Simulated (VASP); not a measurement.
Wanted: the native input for a VASP 6.6.1 run.

```yaml
Task: single point
Functional: LDA
Potentials_or_basis: VASP PAW LDA potentials, release 64 (Cr_pv, B)
Cutoff: 520 eV
k_mesh: 16 × 16 × 8
Occupations: gaussian, width 0.05 eV
Spin: collinear spin, antiferromagnetic start
Starting_moments: "[0.64, -0.64, 0.0, 0.0, 0.0, 0.0] μB"
Dipole_correction: no
Further_INCAR_settings: ALGO = Normal; EDIFF = 1e-06; NBANDS = 31
```

The structure of CrB2 lies in POSCAR:

```
CrB2
1.0
    2.9345822706      0.0000000000      0.0000000000
   -1.4672911353      2.5414227959      0.0000000000
    0.0000000000      0.0000000000      5.6539631924
Cr B
2 4
Direct
    0.0000000000      0.0000000000      0.0000000000
    0.0000000000      0.0000000000      0.5000000000
    0.3333333333      0.6666666667      0.2500002010
    0.6666666667      0.3333333333      0.2500002010
    0.3333333333      0.6666666667      0.7499997990
    0.6666666667      0.3333333333      0.7499997990
```

The input as run:

INCAR

```
SYSTEM = CrB2
ALGO = Normal ; EDIFF = 1E-6
ENCUT = 520 ; ISIF = 2
ISMEAR = 0 ; ISPIN = 2
LASPH = .True. ; LCHARG = .False.
LMAXMIX = 4 ; LORBIT = 11
LREAL = .False. ; LWAVE = .False.
MAGMOM = 0.64 -0.64 0 0 0 0 ; NBANDS = 31
NELM = 150 ; PREC = Accurate
SIGMA = 0.05
```

KPOINTS

```
k-points
0
Gamma
  16 16 8
  0 0 0
```

Potentials or basis: VASP PAW LDA potentials, release 64 (Cr_pv, B).

Launch:

```bash
$ cat potpaw_LDA.64/Cr_pv/POTCAR potpaw_LDA.64/B/POTCAR > POTCAR
$ mpirun -np 1 vasp_std > vasp.out
```

Results of the run:

* Pressure: 6.2 GPa
* Band gap on the k mesh: zero (filled and empty bands overlap)
* Net moment: 0.00 μB per cell
* Valence electrons inside the program's atomic spheres: Cr 11.29; B 2.12

Caveat: the cell stands under pressure.

It took 4 min on 1 thread of Intel(R) Xeon(R) 6975P-C (Granite Rapids), with other jobs on the host, peak memory 0.36 GiB.
